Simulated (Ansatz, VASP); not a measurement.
# One calculation of GaBiTe2Se, two programs

```
Ga Bi Te Se
1.0
     4.08880    0.00000    0.00000
    -2.04440    3.54101    0.00000
     0.00000    0.00000   10.45394
Ga Bi Te Se
1 1 2 1
Direct
  0.66667 0.33333 0.57727
  0.33333 0.66667 0.99773
  0.66667 0.33333 0.18134
  0.00000 0.00000 0.78670
  0.00000 0.00000 0.45696
```

Change from the starting cell: species swapped into the CeZnCuP2 type (P3m1, No. 156).

Alike in both runs: functional PBE; k mesh 6 × 6 × 2; occupations gaussian, width 0.1 eV; no spin polarisation.

Ansatz relaxed the structure, and its values are those at the end. VASP's run is a single point on that final structure, the one shown.

|  | VASP | Ansatz |
| --- | --- | --- |
| version | VASP 6.6.1 | Ansatz 0.2.0 |
| potentials or method | VASP PAW PBE potentials, release 64 (Ga_d, Bi_d, Te, Se), cutoff 520 eV | scalar-relativistic, plane waves, PAW |
| valence electrons in the cell | 46 | 76 |

|  | VASP | Ansatz | Ansatz less VASP |
| --- | --- | --- | --- |
| gap on the k mesh at the Fermi level (eV) | none | none | - |
| pressure (GPa) | 0.1 | 0.1 | -0.02 |
| rms of the force components (eV/Å) | 0.016 | 0.012 | -0.0037 |

A gap of «none» marks a metal or a gap that the smearing closes. The functional is the same, so the differences come from potentials, cutoffs and numerics. VASP's potentials hold 46 valence electrons a cell and Ansatz's 76, so a difference there can come from the potentials and not from the codes.

Spin-orbit coupling is off throughout.
